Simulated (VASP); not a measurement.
A run of VASP 6.6.1:

File INCAR:

```
SYSTEM = HfO2
ALGO = Normal
EDIFF = 1E-6
EDIFFG = -0.002
ENCUT = 600
GGA = PE
IBRION = 2
ISIF = 3
ISMEAR = 0
LASPH = .TRUE.
LCHARG = .FALSE.
LREAL = .FALSE.
LWAVE = .FALSE.
NELM = 60
NSW = 100
PREC = Accurate
SIGMA = 0.02
```

The input KPOINTS:

```
k-points
0
G
  4 6 6
  0 0 0
```

File POSCAR:

```
HfO2
1.0
    5.2871853477      0.0000000000      0.0000000000
    0.0000000000      5.0689700655      0.0000000000
    0.0000000000      0.0000000000      5.0957508485
Hf O
4 8
Direct
    0.0329591461      0.2669630450      0.2413460828
    0.4670408539      0.2669630450      0.7413460828
    0.5329591461      0.7330369550      0.2413460828
    0.9670408539      0.7330369550      0.7413460828
    0.3669317529      0.0699308854      0.3802922506
    0.1330682471      0.0699308854      0.8802922506
    0.7326657120      0.4607918144      0.4913616666
    0.7673342880      0.4607918144      0.9913616666
    0.2673342880      0.5392081856      0.9913616666
    0.2326657120      0.5392081856      0.4913616666
    0.8669317529      0.9300691146      0.3802922506
    0.6330682471      0.9300691146      0.8802922506
```

Potentials or basis: VASP PAW PBE potentials, release 64 (Hf_pv, O).

The run is started by

```console
$ cat potpaw_PBE.64/Hf_pv/POTCAR potpaw_PBE.64/O/POTCAR > POTCAR
$ mpirun -np 1 vasp_std > vasp.out
```

Hardware: 1 thread of Oxide Virtual Turin-like Processor, with other jobs on the host.

Task: How long does it take, and how much memory?

Result: Wall time 58 min on 1 thread of Oxide Virtual Turin-like Processor (shared host), peak memory 0.44 GiB. Counts: scf iterations 147, k points 48, ion steps 28.
